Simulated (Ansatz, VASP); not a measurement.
# Two plane-wave programs on Al2O3

INCAR

```
SYSTEM = Al2O3
  PREC = Accurate
  ENCUT = 520
  EDIFF = 1E-6
  ISMEAR = 0
  SIGMA = 0.01
  LREAL = .FALSE.
  LASPH = .TRUE.
  NELM = 100
  ALGO = Normal
  ISIF = 2
  LWAVE = .FALSE.
  LCHARG = .TRUE.
  GGA = PS
  LELF = .TRUE.
  LVHAR = .TRUE.
  NBANDS = 20
```

File KPOINTS:

```
regular mesh
0
G
  12 12 4
  0 0 0
```

Contents of POSCAR:

```
Al2O3
1.0
    2.8843250000      0.0000000000      0.0000000000
   -1.4421620000      2.4978990000      0.0000000000
    0.0000000000      0.0000000000      9.3367540000
Al O
2 3
Direct
    0.0000000000      0.0000000000      0.1499920000
    0.0000000000      0.0000000000      0.8500080000
    0.3333333333      0.6666666667      0.2223170000
    0.6666666667      0.3333333333      0.0000000000
    0.3333333333      0.6666666667      0.7776830000
```

Input for Ansatz:

```yaml
crystal:
  lattice:
    - [2.884325, 0.0, 0.0]
    - [-1.442162, 2.497899, 0.0]
    - [0.0, 0.0, 9.336754]
  atoms:
    - { symbol: Al, position: [0.0, 0.0, 0.149992] }
    - { symbol: Al, position: [0.0, 0.0, 0.850008] }
    - { symbol: O, position: [0.3333333333333333, 0.6666666666666666, 0.222317] }
    - { symbol: O, position: [0.6666666666666666, 0.3333333333333333, 0.0] }
    - { symbol: O, position: [0.3333333333333333, 0.6666666666666666, 0.777683] }
basis:
  ecutwfc: 475.0
kpoints:
  mp_grid:
    grid: [12, 12, 4]
hamiltonian:
  xc: pbesol
scf:
  occupations:
    method: fixed
output:
  forces: true
  stress: true
```

Alike in both runs: task single point; functional PBEsol; k mesh 12 × 12 × 4; no spin polarisation.

|  | VASP | Ansatz |
| --- | --- | --- |
| version | VASP 6.6.1 | Ansatz 0.2.0 |
| potentials or method | VASP PAW PBE potentials, release 64 (Al, O), cutoff 520 eV | plane waves, PAW |
| occupations | gaussian, width 0.01 eV | fixed |
| valence electrons in the cell | 24 | 24 |

```tsv
	VASP	Ansatz	Ansatz less VASP
pressure (GPa)	-2.8	-2.9	-0.16
traceless stress, the component that is largest in VASP (GPa)	0.58	0.87	+0.298
rms of the force components (eV/Å)	0.061	0.063	+0.0016
```

VASP's potentials were made for PBE, not for PBEsol. Atom by atom the forces differ by 0.013 eV/Å (rms over components).
